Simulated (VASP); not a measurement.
# Si (Fd-3m) in VASP: a series of runs

Si is run at these levels: PBE; tasks: single point.

All numbers are computed with VASP 6.6.1; they aren't measurements. Logs are shortened: lines on timing, memory, paths and dates and some standing lists are left out, and cuts for length are marked.

### Step 1. The cell of the first run

It takes space group Fd-3m (No. 227, cubic). Conventional cell: a = 5.471 Å, b = 5.471 Å, c = 5.471 Å, α = 90.00°, β = 90.00°, γ = 90.00°. Within 3.1 Å of Si (site symmetry -43m) lie 4 Si at 2.37 Å.

### Step 2. Single point, PBE

Input file INCAR:

```
ALGO = Normal
EDIFF = 1E-6
ENCUT = 500
GGA = PE
GGA_COMPAT = False
ISIF = 2
ISMEAR = 1
LASPH = True
LCHARG = True
LELF = True
LREAL = False
LVHAR = True
LWAVE = False
NBANDS = 11
NELM = 120
PREC = Accurate
SIGMA = 0.3
```

Input file KPOINTS:

```
k-points
0
Gamma
  10 10 10
```

Input file POSCAR:

```
Si
1.0
    0.0000000000      2.7354874751      2.7354874751
    2.7354874751      0.0000000000      2.7354874751
    2.7354874751      2.7354874751      0.0000000000
Si
2
Direct
    0.5000000000      0.5000000000      0.5000000000
    0.7500000000      0.7500000000      0.7500000000
```

Potentials or basis: VASP PAW PBE potentials, release 64 (Si).

Run with:

```bash
$ cat potpaw_PBE.64/Si/POTCAR > POTCAR
$ mpirun -np 1 vasp_std > vasp.out
```

OUTCAR:

```text
EDIFF = 1E-6
   ENCUT = 500
   GGA = PE
   ISIF = 2
   ISMEAR = 1
   LASPH = True
   LREAL = False
   NELM = 120
   PREC = Accurate

 ion  position               nearest neighbor table
   1  0.500  0.500  0.500-   2 2.37   2 2.37   2 2.37   2 2.37
   2  0.750  0.750  0.750-   1 2.37   1 2.37   1 2.37   1 2.37

  LATTYP: Found a face centered cubic cell.
 ALAT       =     5.4709749502

  Lattice vectors:

 A1 = (   0.0000000000,   2.7354874751,   2.7354874751)
 A2 = (   2.7354874751,   0.0000000000,   2.7354874751)
 A3 = (   2.7354874751,   2.7354874751,   0.0000000000)

Analysis of symmetry for initial positions (statically):
=====================================================================
 Subroutine PRICEL returns:
 Original cell was already a primitive cell.

 Routine SETGRP: Setting up the symmetry group for a
 face centered cubic supercell.

 Subroutine GETGRP returns: Found 48 space group operations
 (whereof 24 operations were pure point group operations)
 out of a pool of 48 trial point group operations.

The static configuration has the point symmetry T_d .
 The point group associated with its full space group is O_h .

Analysis of symmetry for dynamics (positions and initial velocities):
=====================================================================
 Subroutine PRICEL returns:
 Original cell was already a primitive cell.

 Routine SETGRP: Setting up the symmetry group for a
 face centered cubic supercell.

 Subroutine GETGRP returns: Found 48 space group operations
 (whereof 24 operations were pure point group operations)
 out of a pool of 48 trial point group operations.

The dynamic configuration has the point symmetry T_d .
 The point group associated with its full space group is O_h .

 Subroutine INISYM returns: Found 48 space group operations
 (whereof 24 operations are pure point group operations),
 and found     1 'primitive' translations

----------------------------------------------------------------------------------------

                                     Primitive cell

  volume of cell :      40.9387

  direct lattice vectors                    reciprocal lattice vectors
     0.000000000  2.735487475  2.735487475    -0.182782778  0.182782778  0.182782778
     2.735487475  0.000000000  2.735487475     0.182782778 -0.182782778  0.182782778
     2.735487475  2.735487475  0.000000000     0.182782778  0.182782778 -0.182782778

  length of vectors
     3.868563487  3.868563487  3.868563487     0.316589058  0.316589058  0.316589058

  position of ions in fractional coordinates (direct lattice)
     0.500000000  0.500000000  0.500000000
     0.750000000  0.750000000  0.750000000

  ion indices of the primitive-cell ions
   primitive index   ion index
                 1           1
                 2           2

----------------------------------------------------------------------------------------

 KPOINTS: k-points

Automatic generation of k-mesh.
 Grid dimensions read from file:
 generate k-points for:   10   10   10

 Generating k-lattice:

  Cartesian coordinates                     Fractional coordinates (reciprocal lattice)
    -0.018278278  0.018278278  0.018278278     0.100000000  0.000000000  0.000000000
     0.018278278 -0.018278278  0.018278278     0.000000000  0.100000000  0.000000000
     0.018278278  0.018278278 -0.018278278     0.000000000  0.000000000  0.100000000

  Length of vectors
     0.031658906  0.031658906  0.031658906

  Shift w.r.t. Gamma in fractional coordinates (k-lattice)
     0.000000000  0.000000000  0.000000000

 Subroutine IBZKPT returns following result:
 ===========================================

 Found     47 irreducible k-points:

 Following reciprocal coordinates:
            Coordinates               Weight
  0.000000  0.000000  0.000000      1.000000
  0.100000  0.000000  0.000000      8.000000
  0.200000  0.000000  0.000000      8.000000
  0.300000  0.000000  0.000000      8.000000
  0.400000  0.000000  0.000000      8.000000
  0.500000  0.000000  0.000000      4.000000
[... 16 lines left out ...]
  0.300000  0.300000  0.000000      6.000000
  0.400000  0.300000  0.000000     24.000000
 [... further k-points ...]
   k-points           NKPTS =     47   k-points in BZ     NKDIM =     47   number of bands    NBANDS=     11
   number of dos      NEDOS =    301   number of ions     NIONS =      2
   total plane-waves  NPLWV =  21952
   dimension x,y,z NGX =    28 NGY =   28 NGZ =   28
   dimension x,y,z NGXF=    56 NGYF=   56 NGZF=   56
   ions per type =               2
   NGX,Y,Z   is equivalent  to a cutoff of  12.03, 12.03, 12.03 a.u.
   NGXF,Y,Z  is equivalent  to a cutoff of  24.07, 24.07, 24.07 a.u.
 SYSTEM =  unknown system
   PREC   = accura    normal or accurate (medium, high low for compatibility)
   ISTART =      0    job   : 0-new  1-cont  2-samecut
   ICHARG =      2    charge: 1-file 2-atom 10-const
   ISPIN  =      1    spin polarized calculation?
   LNONCOLLINEAR =      F non collinear calculations
   LSORBIT =      F    spin-orbit coupling
   LASPH  =      T    aspherical Exc in radial PAW
   ENCUT  =  500.0 eV  36.75 Ry    6.06 a.u.   7.05  7.05  7.05*2*pi/ulx,y,z
   NELM   =    120;   NELMIN=  2; NELMDL= -5     # of ELM steps
   EDIFF  = 0.1E-05   stopping-criterion for ELM
   LREAL  =      F    real-space projection
   EDIFFG = 0.1E-04   stopping-criterion for IOM
   NSW    =      0    number of steps for IOM
   IBRION =     -1    ionic relax: 0-MD 1-quasi-New 2-CG
   NFREE  =      0    steps in history (QN), initial steepest desc. (CG)
   ISIF   =      2    stress and relaxation
   ISYM   =      2    0-nonsym 1-usesym 2-fastsym
   POTIM  = 0.5000    time-step for ionic-motion
   TEBEG  =    0.0;   TEEND  =   0.0 temperature during run
   PSTRESS=    0.0 pullay stress
   NELECT =       8.0000    total number of electrons
   NUPDOWN=      -1.0000    fix difference up-down
   EMIN   =  10.00;   EMAX   =-10.00  energy-range for DOS
   EFERMI =   0.00;   METHOD = LEGACY
   ISMEAR =     1;   SIGMA  =   0.30  broadening in eV -4-tet -1-fermi 0-gaus
   EFERMI_NEDOS =   21; number of points for ismear=-14 and -15
   IALGO  =     38    algorithm
   IMIX   =      4    mixing-type and parameters
     AMIX     =   0.40;   BMIX     =  1.00
     AMIX_MAG =   1.60;   BMIX_MAG =  1.00
  volume/ion in A,a.u.               =      20.47       138.13
  Fermi-wavevector in a.u.,A,eV,Ry     =   0.950007  1.795253 12.279437  0.902513
  Thomas-Fermi vector in A             =   2.078343
   LORBIT       =      0    0 simple, 1 ext, 2 COOP (PROOUT), +10 PAW based schemes
   GGA     = PE    functional components
   LHFCALC =     F    Hartree Fock is set to
   AEXX    =    0.0000 exact exchange contribution
   IVDW    =     0    specifies the selected vdW correction
   LEPSILON=     F    determine dielectric tensor
   LRPA    =     F    only Hartree local field effects (RPA)
 non-spin polarized calculation
 Methfessel and Paxton  Order N= 1 SIGMA  =   0.30
  energy-cutoff  :      500.00
  volume of cell :       40.94
 maximum number of plane-waves:      1056
   NGX = 15   NGY = 15   NGZ = 15

 number of electron       8.0000000 magnetization

 Free energy of the ion-electron system (eV)
  ---------------------------------------------------
  ext. energy  EPLUGINS =         0.00000000
  ---------------------------------------------------
  free energy    TOTEN  =       -10.84866841 eV

  energy without entropy =      -10.84991720  energy(sigma->0) =      -10.84908468

 E-fermi :   5.7052     XC(G=0):  -9.3225

 val. band max:        5.6038903451   @ k =   0.0000   0.0000   0.0000
 cond. band min:       6.2237918256   @ k =   0.4000   0.4000   0.0000
 fundamental gap:      0.6199014806
 Fermi energy:         5.7051806283

 k-point     1 :       0.0000    0.0000    0.0000
  band No.  band energies     occupation
      1      -6.2025      2.00000
      2       5.6039      1.53695
      3       5.6039      1.53695
      4       5.6039      1.53695
      5       8.1603     -0.00000
      6       8.1603     -0.00000
      7       8.1603     -0.00000
      8       8.7237     -0.00000
      9      13.3125      0.00000
     10      13.3125      0.00000
     11      13.4763      0.00000

 k-point     2 :       0.1000    0.0000    0.0000
  band No.  band energies     occupation
      1      -6.0740      2.00000
      2       4.4619      2.00000
      3       5.4104      2.04647
      4       5.4104      2.04647
      5       8.1233     -0.00000
      6       8.4457     -0.00000
      7       8.4457     -0.00000
      8       9.6970     -0.00000
      9      12.9631      0.00000
     10      12.9631      0.00000
     11      14.0056      0.00000

 k-point     3 :       0.2000    0.0000    0.0000
  band No.  band energies     occupation
      1      -5.6950      2.00000
      2       2.6234      2.00000
      3       5.0370      2.00717
      4       5.0370      2.00717
      5       7.7522     -0.00000
      6       8.9472     -0.00000
      7       8.9472     -0.00000
      8      11.4720     -0.00000
      9      12.6525      0.00000
     10      12.6525      0.00000
     11      14.6752      0.00000

 k-point     4 :       0.3000    0.0000    0.0000
  band No.  band energies     occupation
      1      -5.0924      2.00000
      2       0.8670      2.00000
      3       4.7072      2.00003
      4       4.7072      2.00003
      5       7.3885     -0.00000
      6       9.1284     -0.00000
      7       9.1284     -0.00000
      8      13.0959      0.00000
      9      13.1771      0.00000
     10      13.1771      0.00000
     11      14.4213      0.00000

 k-point     5 :       0.4000    0.0000    0.0000
  band No.  band energies     occupation
      1      -4.3636      2.00000
      2      -0.5796      2.00000
      3       4.4975      2.00000
      4       4.4975      2.00000
      5       7.1485     -0.00000
      6       9.0248     -0.00000
      7       9.0248     -0.00000
      8      13.4066      0.00000
      9      14.5376      0.00000
     10      14.5376      0.00000
     11      15.5058      0.00000
[... 211 lines left out ...]
 k-point    21 :      -0.3000    0.2000    0.0000
  band No.  band energies     occupation
      1      -4.1785      2.00000
      2      -0.0530      2.00000
      3       2.2238      2.00000
      4       4.3142      2.00000
      5       8.0432     -0.00000
      6      10.1067     -0.00000
      7      10.1625     -0.00000
      8      12.2154      0.00000
      9      12.4160      0.00000
     10      15.0498      0.00000
     11      17.4194      0.00000

 k-point    22 :      -0.2000    0.2000    0.0000
  band No.  band energies     occupation
      1      -4.8804      2.00000
      2       1.1589      2.00000
      3       2.6744      2.00000
      4       4.7737      2.00010
      5       8.4521     -0.00000
      6       9.5677     -0.00000
      7       9.8709     -0.00000
      8      11.2556     -0.00000
      9      11.7364      0.00000
     10      16.1992      0.00000
     11      16.2179      0.00000

 k-point    23 :       0.3000    0.3000    0.0000
  band No.  band energies     occupation
      1      -4.6827      2.00000
      2       1.2003      2.00000
      3       3.4243      2.00000
      4       3.4243      2.00000
      5       6.4949     -0.00126
      6       8.0413     -0.00000
      7      12.1704      0.00000
      8      12.1704      0.00000
      9      14.4985      0.00000
     10      15.0251      0.00000
     11      17.9127      0.00000

 k-point    24 :       0.4000    0.3000    0.0000
  band No.  band energies     occupation
      1      -4.0822      2.00000
      2       0.2127      2.00000
      3       2.8139      2.00000
      4       3.2229      2.00000
      5       6.6822     -0.00004
      6       7.8707     -0.00000
      7      12.4531      0.00000
      8      12.5952      0.00000
      9      16.0094      0.00000
     10      16.1316      0.00000
     11      17.6166      0.00000

 [... further k-points ...]

------------------------ aborting loop because EDIFF is reached ----------------------------------------

  FORCE on cell =-STRESS in cart. coord.  units (eV):
  Direction    XX          YY          ZZ          XY          YZ          ZX
  --------------------------------------------------------------------------------------
  -------------------------------------------------------------------------------------
  Total       -0.0287067     -0.0287067     -0.0287067     -0.0000000      0.0000000      0.0000000
  in kB       -1.1234655     -1.1234655     -1.1234655     -0.0000000      0.0000000      0.0000000
  external PRESSURE =      -1.1234655 kB  Pullay stress =       0.0000000 kB

 VOLUME and BASIS-vectors are now :
 -----------------------------------------------------------------------------
  energy-cutoff  :      500.00
  volume of cell :       40.94
      direct lattice vectors                 reciprocal lattice vectors
     0.000000000  2.735487475  2.735487475    -0.182782778  0.182782778  0.182782778
     2.735487475  0.000000000  2.735487475     0.182782778 -0.182782778  0.182782778
     2.735487475  2.735487475  0.000000000     0.182782778  0.182782778 -0.182782778

 POSITION                                       TOTAL-FORCE (eV/Angst)
 -----------------------------------------------------------------------------------
      2.73549      2.73549      2.73549        -0.000000     -0.000000      0.000000
      4.10323      4.10323      4.10323         0.000000      0.000000     -0.000000
 -----------------------------------------------------------------------------------
    total drift:                                0.000000      0.000000     -0.000000

  FREE ENERGIE OF THE ION-ELECTRON SYSTEM (eV)
  ---------------------------------------------------
  free  energy   TOTEN  =       -10.8486684128 eV

  energy  without entropy=      -10.8499172047  energy(sigma->0) =      -10.84908468
```

Run time: 15 s. Hardware: 1 thread of Intel Xeon Platinum 8259CL at 2.50GHz (Skylake/Cascade Lake), shared host; peak memory 0.15 GiB.

Results:

```
Free energy            : -10.8487 eV
Pressure               : -0.1 GPa
Band gap on the k mesh : 0.62 eV (least direct gap 2.56 eV)
```

Levels at points of the mesh, in eV from the valence-band top:
```csv
k point,band 1,band 2,band 3,band 4,band 5,band 6,band 7,band 8,band 9
"(0.00, 0.00, 0.00)",-11.81,0.00,0.00,0.00,2.56,2.56,2.56,3.12,7.71
"(0.50, 0.00, 0.00)",-9.53,-6.86,-1.18,-1.18,1.46,3.35,3.35,7.70,10.49
"(0.50, 0.50, 0.00)",-7.74,-7.74,-2.79,-2.79,0.75,0.75,9.93,9.93,10.90
```

A k mesh can miss the band edges.

### Step 3. Single point, PBE

Input file INCAR:

```
PREC     = Accurate       # precision mode
ENCUT    = 500            # plane-wave cutoff, eV
EDIFF    = 1E-6           # SCF threshold, eV
ISMEAR   = 1              # smearing method
SIGMA    = 0.6            # smearing width, eV
LREAL    = F              # projectors in reciprocal space
LASPH    = T              # aspherical terms in the spheres
NELM     = 120            # most SCF steps
ALGO     = Normal         # electronic algorithm
ISIF     = 2              # what is computed and relaxed
LWAVE    = F              # write WAVECAR
LCHARG   = T              # write CHGCAR
GGA      = PE             # functional
LELF     = T              # ELF
LVHAR    = T            
NBANDS   = 11             # bands
GGA_COMPAT= F
```

Input file KPOINTS:

```
Automatic mesh
0
Gamma
  10 10 10
```

POSCAR is that of step 2.

Potentials or basis: VASP PAW PBE potentials, release 64 (Si).

Run with:

```bash
$ cat potpaw_PBE.64/Si/POTCAR > POTCAR
$ mpirun -np 1 vasp_std > vasp.out
```

Run time: 15 s. Hardware: 1 thread of Intel Xeon Platinum 8259CL at 2.50GHz (Skylake/Cascade Lake), shared host; peak memory 0.15 GiB.

Results (log left out):

```yaml
Free_energy: -10.8443 eV
Pressure: -0.1 GPa
Band_gap_on_the_k_mesh: 0.62 eV (least direct gap 2.56 eV)
```

Levels at points of the mesh, in eV from the valence-band top:
| k point | band 1 | band 2 | band 3 | band 4 | band 5 | band 6 | band 7 | band 8 |
| --- | --- | --- | --- | --- | --- | --- | --- | --- |
| (0.00, 0.00, 0.00) | -11.81 | 0.00 | 0.00 | 0.00 | 2.56 | 2.56 | 2.56 | 3.12 |
| (0.50, 0.00, 0.00) | -9.53 | -6.86 | -1.18 | -1.18 | 1.46 | 3.35 | 3.35 | 7.70 |
| (0.50, 0.50, 0.00) | -7.74 | -7.74 | -2.79 | -2.79 | 0.75 | 0.75 | 9.93 | 9.93 |

A k mesh can miss the band edges.
